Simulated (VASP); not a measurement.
Crystal: HfN.

```xyz
4
Lattice="3.1339 0.0000 0.0000 -1.5670 2.7140 0.0000 0.0000 0.0000 5.4168" Properties=species:S:1:pos:R:3 pbc="T T T"
Hf    1.5670    0.9047    4.0626
Hf    0.0000    1.8094    1.3542
N     0.0000    0.0000    0.0000
N     0.0000    0.0000    2.7084
```

Program: VASP 6.6.1. Alike in all runs: task single point; no spin polarisation; cell as given; k mesh 8 × 8 × 4; smearing fermi-dirac 0.1 eV.

Task: Order these runs on this cell by their pressure, lowest first.
A. level PBEsol; potentials or basis VASP PAW PBE potentials, release 64 (Hf_pv, N); cutoff (eV) 600
B. level PBE; potentials or basis VASP PAW PBE potentials, release 64 (Hf_pv, N); cutoff (eV) 600
C. level revPBE; potentials or basis VASP PAW PBE potentials, release 64 (Hf_pv, N); cutoff (eV) 600
D. level LDA; potentials or basis VASP PAW LDA potentials, release 64 (Hf_pv, N); cutoff (eV) 600
E. level r2SCAN; potentials or basis VASP PAW PBE potentials, release 64 (Hf_pv, N); cutoff (eV) 660

Result: D (-9.9 GPa), A (-4.3 GPa), E (0.0 GPa), B (4.0 GPa), C (7.4 GPa).

Caveats: the PAW data sets were made with another functional, which shifts forces and pressure a little (at least some runs); the cell stands under tension (at least some runs); the cell stands under pressure (at least some runs).
